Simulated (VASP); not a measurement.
AgCl (Chlorargyrite):

```
Ag Cl
1.0
     0.00000    2.77317    2.77317
     2.77317    0.00000    2.77317
     2.77317    2.77317    0.00000
Ag Cl
1 1
Direct
  0.00000 0.00000 0.00000
  0.50000 0.50000 0.50000
```

Base run:

```yaml
Program: VASP 6.6.1
Functional: PBEsol
Potentials_or_basis: VASP PAW PBE potentials, release 64 (Ag, Cl)
Cutoff: 520 eV
k_mesh: 6 × 6 × 6
Occupations: gaussian, width 0.01 eV
Spin: no spin polarisation
```

Its results: band gap on the k mesh 0.73 eV, indirect (least direct gap 3.06 eV); pressure -2.7 GPa.

Problem. The run is repeated on the same cell with these changes: functional from PBEsol to PBE-based screened hybrid; k mesh from 6 × 6 × 6 to 4 × 4 × 4. What comes out?

Solution. Band gap on the k mesh 1.65 eV, indirect (least direct gap 3.92 eV); pressure 1.5 GPa.

Several settings changed at once, so the effect can't be laid on one alone.

Caveats: some runs use coarse meshes; the PAW data sets were made with another functional, which shifts forces and pressure a little.

A k mesh can miss the band edges.
